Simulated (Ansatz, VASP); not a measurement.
# Two plane-wave programs on PbF2

The input INCAR:

```
ALGO = Normal
EDIFF = 1E-6
ENCUT = 520
GGA = PE
ISIF = 2
ISMEAR = 0
LASPH = T
LCHARG = F
LREAL = F
LWAVE = F
NBANDS = 21
NELM = 60
PREC = Accurate
SIGMA = 0.05
```

KPOINTS

```
k-points
0
Gamma
  8 8 8
```

Contents of POSCAR:

```
PbF2
1.0
    0.0000000000      3.3337117321      2.3569341946
    3.3337117321      0.0000000000      2.3569341946
    3.3337117321      3.3337117321      0.0000000000
Pb F
1 2
Direct
    0.0000000000      0.0000000000      0.0000000000
    0.2500000000      0.2500000000      0.2500000000
    0.7500000000      0.7500000000      0.7500000000
```

Input for Ansatz:

```yaml
crystal:
  lattice:
    - [0.0, 3.3337117321, 2.3569341946]
    - [3.3337117321, 0.0, 2.3569341946]
    - [3.3337117321, 3.3337117321, 0.0]
  atoms:
    - { symbol: Pb, position: [0.0, 0.0, 0.0] }
    - { symbol: F, position: [0.25, 0.25, 0.25] }
    - { symbol: F, position: [0.75, 0.75, 0.75] }
basis:
  ecutwfc: 420
kpoints:
  mp_grid: { grid: [8, 8, 8] }
hamiltonian:
  xc: pbe
scf:
  occupations: { method: gaussian, width: 0.05 }
output:
  forces: true
  stress: true
  eigenvalues: true
```

Alike in both runs: task single point; functional PBE; k mesh 8 × 8 × 8; occupations gaussian, width 0.05 eV; no spin polarisation.

|  | VASP | Ansatz |
| --- | --- | --- |
| version | VASP 6.6.1 | Ansatz 0.2.0 |
| potentials or method | VASP PAW PBE potentials, release 64 (Pb_d, F), cutoff 520 eV | scalar-relativistic, plane waves, PAW |
| valence electrons in the cell | 28 | 28 |

|  | VASP | Ansatz | Ansatz less VASP |
| --- | --- | --- | --- |
| gap on the k mesh at the Fermi level (eV) | 2.92 | 2.93 | +0.017 |
| least direct gap on the mesh (eV) | 3.31 | 3.33 | +0.016 |
| pressure (GPa) | 0.6 | 0.8 | +0.20 |
| traceless stress, the component that is largest in VASP (GPa) | 17.20 | 17.19 | -0.013 |

Spin-orbit coupling is off throughout.
